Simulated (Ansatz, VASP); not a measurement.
One calculation of Bi, two programs

```xyz
2
Lattice="3.5875 0.0000 0.0000 -1.7938 3.1069 0.0000 0.0000 0.0000 6.7659" Properties=species:S:1:pos:R:3 pbc="T T T"
Bi    0.0000    0.0000    5.0959
Bi    0.0000    0.0000    1.6700
```

Alike in both runs: task single point; functional PBE; k mesh 6 × 6 × 4; occupations gaussian, width 0.1 eV; no spin polarisation.

|  | VASP | Ansatz |
| --- | --- | --- |
| version | VASP 6.6.1 | Ansatz 0.2.0 |
| potentials or method | VASP PAW PBE potentials, release 64 (Bi_d), cutoff 520 eV | scalar-relativistic, plane waves, PAW |
| valence electrons in the cell | 30 | 30 |

Ansatz gave:

- gap on the k mesh at the Fermi level (eV): none
- pressure (GPa): -4.3
- traceless stress, the component that is largest in VASP (GPa): 0.73
- rms of the force components (eV/Å): 0.014

Problem. What did VASP give for the same quantities?

Solution. gap on the k mesh at the Fermi level (eV): none; pressure (GPa): -4.4; traceless stress, the component that is largest in VASP (GPa): 0.73; rms of the force components (eV/Å): 0.015.

Atom by atom the forces differ by 0.001 eV/Å (rms over components). A gap of «none» marks a metal or a gap that the smearing closes.

Neither program's run includes spin-orbit coupling.
